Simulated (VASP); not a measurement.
# Ge (Im-3m) in VASP: further runs, part 3 of 3

VASP 6.6.1. Earlier steps stand in the parts before.

## 7. Relaxation of cell and atoms, PBE, target pressure 24 GPa, at which the enthalpy is minimised

The input, INCAR:

```
PREC     = Accurate       # precision mode
ENCUT    = 600            # plane-wave cutoff, eV
EDIFF    = 1E-6           # SCF threshold, eV
ISMEAR   = -1             # smearing method
SIGMA    = 0.05           # smearing width, eV
LREAL    = False          # projectors in reciprocal space
LASPH    = True           # aspherical terms in the spheres
NELM     = 60             # most SCF steps
ALGO     = Normal         # electronic algorithm
ISIF     = 3              # what is computed and relaxed
LWAVE    = False          # write WAVECAR
LCHARG   = False          # write CHGCAR
GGA      = PE             # functional
IBRION   = 2              # ionic algorithm
NSW      = 32             # ionic steps
EDIFFG   = -0.005         # ionic threshold
PSTRESS  = 240.0
```

The input, KPOINTS:

```
Automatic mesh
0
Gamma
  17 17 17
```

The input, POSCAR:

```
Ge
1.0
   -1.5669888886      1.5669888886      1.5669888886
    1.5669888886     -1.5669888886      1.5669888886
    1.5669888886      1.5669888886     -1.5669888886
Ge
1
Direct
    0.0000000000      0.0000000000      0.0000000000
```

Potentials or basis: VASP PAW PBE potentials, release 64 (Ge_d).

Run with:

```bash
> cat potpaw_PBE.64/Ge_d/POTCAR > POTCAR
> mpirun -np 1 vasp_std > vasp.out
```

OUTCAR:

```text
PREC = Accurate
   ENCUT = 600
   EDIFF = 1E-6
   ISMEAR = -1
   LREAL = False
   LASPH = True
   NELM = 60
   ISIF = 3
   GGA = PE
   IBRION = 2
   NSW = 32
   EDIFFG = -0.005
   PSTRESS = 240.0

 ion  position               nearest neighbor table
   1  0.000  0.000  0.000-

  LATTYP: Found a body centered cubic cell.
 ALAT       =     3.1339777772

  Lattice vectors:

 A1 = (  -1.5669888886,   1.5669888886,   1.5669888886)
 A2 = (   1.5669888886,  -1.5669888886,   1.5669888886)
 A3 = (   1.5669888886,   1.5669888886,  -1.5669888886)

Analysis of symmetry for initial positions (statically):
=====================================================================
 Subroutine PRICEL returns:
 Original cell was already a primitive cell.

 Routine SETGRP: Setting up the symmetry group for a
 body centered cubic supercell.

 Subroutine GETGRP returns: Found 48 space group operations
 (whereof 48 operations were pure point group operations)
 out of a pool of 48 trial point group operations.

The static configuration has the point symmetry O_h .

Analysis of symmetry for dynamics (positions and initial velocities):
=====================================================================
 Subroutine PRICEL returns:
 Original cell was already a primitive cell.

 Routine SETGRP: Setting up the symmetry group for a
 body centered cubic supercell.

 Subroutine GETGRP returns: Found 48 space group operations
 (whereof 48 operations were pure point group operations)
 out of a pool of 48 trial point group operations.

The dynamic configuration has the point symmetry O_h .

 Subroutine INISYM returns: Found 48 space group operations
 (whereof 48 operations are pure point group operations),
 and found     1 'primitive' translations

----------------------------------------------------------------------------------------

                                     Primitive cell

  volume of cell :      15.3907

  direct lattice vectors                    reciprocal lattice vectors
    -1.566988889  1.566988889  1.566988889     0.000000000  0.319083309  0.319083309
     1.566988889 -1.566988889  1.566988889     0.319083309  0.000000000  0.319083309
     1.566988889  1.566988889 -1.566988889     0.319083309  0.319083309  0.000000000

  length of vectors
     2.714104370  2.714104370  2.714104370     0.451251943  0.451251943  0.451251943

  position of ions in fractional coordinates (direct lattice)
     0.000000000  0.000000000  0.000000000

  ion indices of the primitive-cell ions
   primitive index   ion index
                 1           1

----------------------------------------------------------------------------------------

 KPOINTS: Automatic mesh

Automatic generation of k-mesh.
 Grid dimensions read from file:
 generate k-points for:   17   17   17

 Generating k-lattice:

  Cartesian coordinates                     Fractional coordinates (reciprocal lattice)
     0.000000000  0.018769606  0.018769606     0.058823529  0.000000000  0.000000000
     0.018769606  0.000000000  0.018769606     0.000000000  0.058823529  0.000000000
     0.018769606  0.018769606  0.000000000     0.000000000  0.000000000  0.058823529

  Length of vectors
     0.026544232  0.026544232  0.026544232

  Shift w.r.t. Gamma in fractional coordinates (k-lattice)
     0.000000000  0.000000000  0.000000000

 Subroutine IBZKPT returns following result:
 ===========================================

 Found    165 irreducible k-points:

 Following reciprocal coordinates:
            Coordinates               Weight
  0.000000  0.000000  0.000000      1.000000
  0.058824  0.000000  0.000000     12.000000
  0.117647  0.000000  0.000000     12.000000
  0.176471  0.000000  0.000000     12.000000
  0.235294  0.000000  0.000000     12.000000
  0.294118  0.000000  0.000000     12.000000
[... 16 lines left out ...]
  0.411765  0.117647  0.000000     48.000000
  0.176471  0.176471  0.000000     24.000000
 [... further k-points ...]
   k-points           NKPTS =    165   k-points in BZ     NKDIM =    165   number of bands    NBANDS=     11
   number of dos      NEDOS =    301   number of ions     NIONS =      1
   total plane-waves  NPLWV =  13824
   dimension x,y,z NGX =    24 NGY =   24 NGZ =   24
   dimension x,y,z NGXF=    48 NGYF=   48 NGZF=   48
   ions per type =               1
   NGX,Y,Z   is equivalent  to a cutoff of  14.70, 14.70, 14.70 a.u.
   NGXF,Y,Z  is equivalent  to a cutoff of  29.40, 29.40, 29.40 a.u.
 SYSTEM =  unknown system
   PREC   = accura    normal or accurate (medium, high low for compatibility)
   ISTART =      0    job   : 0-new  1-cont  2-samecut
   ICHARG =      2    charge: 1-file 2-atom 10-const
   ISPIN  =      1    spin polarized calculation?
   LNONCOLLINEAR =      F non collinear calculations
   LSORBIT =      F    spin-orbit coupling
   LASPH  =      T    aspherical Exc in radial PAW
   ENCUT  =  600.0 eV  44.10 Ry    6.64 a.u.   5.42  5.42  5.42*2*pi/ulx,y,z
   NELM   =     60;   NELMIN=  2; NELMDL= -5     # of ELM steps
   EDIFF  = 0.1E-05   stopping-criterion for ELM
   LREAL  =      F    real-space projection
   EDIFFG = -.5E-02   stopping-criterion for IOM
   NSW    =     32    number of steps for IOM
   IBRION =      2    ionic relax: 0-MD 1-quasi-New 2-CG
   NFREE  =      1    steps in history (QN), initial steepest desc. (CG)
   ISIF   =      3    stress and relaxation
   ISYM   =      2    0-nonsym 1-usesym 2-fastsym
   POTIM  = 0.5000    time-step for ionic-motion
   TEBEG  =    0.0;   TEEND  =   0.0 temperature during run
   PSTRESS=  240.0 pullay stress
   NELECT =      14.0000    total number of electrons
   NUPDOWN=      -1.0000    fix difference up-down
   EMIN   =  10.00;   EMAX   =-10.00  energy-range for DOS
   EFERMI =   0.00;   METHOD = LEGACY
   ISMEAR =    -1;   SIGMA  =   0.05  broadening in eV -4-tet -1-fermi 0-gaus
   EFERMI_NEDOS =   21; number of points for ismear=-14 and -15
   IALGO  =     38    algorithm
   IMIX   =      4    mixing-type and parameters
     AMIX     =   0.40;   BMIX     =  1.00
     AMIX_MAG =   1.60;   BMIX_MAG =  1.00
  volume/ion in A,a.u.               =      15.39       103.86
  Fermi-wavevector in a.u.,A,eV,Ry     =   1.586226  2.997532 34.233773  2.516111
  Thomas-Fermi vector in A             =   2.685569
   LORBIT       =      0    0 simple, 1 ext, 2 COOP (PROOUT), +10 PAW based schemes
   GGA     = PE    functional components
   LHFCALC =     F    Hartree Fock is set to
   AEXX    =    0.0000 exact exchange contribution
   IVDW    =     0    specifies the selected vdW correction
   LEPSILON=     F    determine dielectric tensor
   LRPA    =     F    only Hartree local field effects (RPA)
 conjugate gradient relaxation of ions
 non-spin polarized calculation
  energy-cutoff  :      600.00
  volume of cell :       15.39
 maximum number of plane-waves:       533
 NGX is ok and might be reduce to    24
   NGX = 11   NGY = 11   NGZ = 11

 number of electron      14.0000004 magnetization

 Free energy of the ion-electron system (eV)
  ---------------------------------------------------
  ext. energy  EPLUGINS =         0.00000000
  ---------------------------------------------------
  free energy    TOTEN  =        -3.95079383 eV

  energy without entropy =       -3.94927643  energy(sigma->0) =       -3.95003513

 E-fermi :   9.1577     XC(G=0): -12.3620

 val. band max:        9.1477194286   @ k =  -0.4706   0.4706   0.4706
 cond. band min:       9.2496837156   @ k =  -0.4706   0.4706   0.3529
 fundamental gap:      0.1019642870
 Fermi energy:         9.1576578120

 k-point     1 :       0.0000    0.0000    0.0000
  band No.  band energies     occupation
      1     -15.6945      2.00000
      2     -15.6945      2.00000
      3     -15.6945      2.00000
      4     -15.5410      2.00000
      5     -15.5410      2.00000
      6      -5.8480      2.00000
      7      20.7107      0.00000
      8      20.7107      0.00000
      9      20.7107      0.00000
     10      25.8356      0.00000
     11      25.8356      0.00000
[... 309 lines left out ...]
 k-point    24 :       0.1765    0.1765    0.0000
  band No.  band energies     occupation
      1     -15.7164      2.00000
      2     -15.6752      2.00000
      3     -15.5681      2.00000
      4     -15.5545      2.00000
      5     -15.5351      2.00000
      6      -2.9414      2.00000
      7      10.8964      0.00000
      8      12.3743      0.00000
      9      16.7393      0.00000
     10      22.8676      0.00000
     11      23.6212      0.00000

 [... further k-points ...]

------------------------ aborting loop because EDIFF is reached ----------------------------------------

  FORCE on cell =-STRESS in cart. coord.  units (eV):
  Direction    XX          YY          ZZ          XY          YZ          ZX
  --------------------------------------------------------------------------------------
  -------------------------------------------------------------------------------------
  Total        2.3054239      2.3054239      2.3054239      0.0000000      0.0000000      0.0000000
  in kB      239.9957968    239.9957968    239.9957968      0.0000000      0.0000000      0.0000000
  external PRESSURE =      -0.0042032 kB  Pullay stress =     240.0000000 kB

 VOLUME and BASIS-vectors are now :
 -----------------------------------------------------------------------------
  energy-cutoff  :      600.00
  volume of cell :       15.39
      direct lattice vectors                 reciprocal lattice vectors
    -1.566988889  1.566988889  1.566988889     0.000000000  0.319083309  0.319083309
     1.566988889 -1.566988889  1.566988889     0.319083309  0.000000000  0.319083309
     1.566988889  1.566988889 -1.566988889     0.319083309  0.319083309  0.000000000

 POSITION                                       TOTAL-FORCE (eV/Angst)
 -----------------------------------------------------------------------------------
      0.00000      0.00000      0.00000         0.000000      0.000000      0.000000
 -----------------------------------------------------------------------------------
    total drift:                               -0.000000      0.000000      0.000000

  FREE ENERGIE OF THE ION-ELECTRON SYSTEM (eV)
  ---------------------------------------------------
  free  energy   TOTEN  =        -3.9507938253 eV

  energy  without entropy=       -3.9492764328  energy(sigma->0) =       -3.95003513

  enthalpy is  TOTEN    =        -1.6453295261 eV   P V=        2.3054642992

 reached required accuracy - stopping structural energy minimisation
```

Run time: 18 s. Hardware: 1 thread of AMD EPYC 7R13 (Zen 3), shared host; peak memory 0.13 GiB.

What came out:

- Free energy: -3.9508 eV
- Pressure after relaxing: 24.0 GPa
- Band gap on the k mesh: zero (bands 7 and 8 overlap by 15.36 eV)

Final structure:
```
Ge
1.0
    -1.56699    1.56699    1.56699
     1.56699   -1.56699    1.56699
     1.56699    1.56699   -1.56699
Ge
1
Direct
  0.00000 0.00000 0.00000
```

Caveat: the relaxation stopped at its first step, so nothing moved; the cell is relaxed towards a set pressure, so the run minimises the enthalpy, not the energy.

## 8. Summary

```csv
task,cell,cutoff (eV),gap on the mesh (eV),pressure (GPa)
single point,"a = 2.715 Å, angles 109.5°, 1 atom",520,none,23.9
single point,"a = 2.919 Å, angles 109.5°, 1 atom",520,none,0.0
relaxation of cell and atoms,"relaxed to 24 GPa from a = 2.713 Å, angles 109.5°, 1 atom",600,none,24.0
relaxation of cell and atoms,"relaxed to 24 GPa from a = 2.714 Å, angles 109.5°, 1 atom",600,none,24.0
```

Alike in all rows: level PBE; potentials or basis VASP PAW PBE potentials, release 64 (Ge_d); no spin polarisation; k mesh 17 × 17 × 17; smearing fermi-dirac 0.05 eV.

Caveats: the cell is relaxed towards a set pressure, so the run minimises the enthalpy, not the energy (at least some runs); the cell stands under pressure (at least some runs); the relaxation stopped at its first step, so nothing moved (at least some runs).

Absolute energies hang on the potentials; compare differences alone.
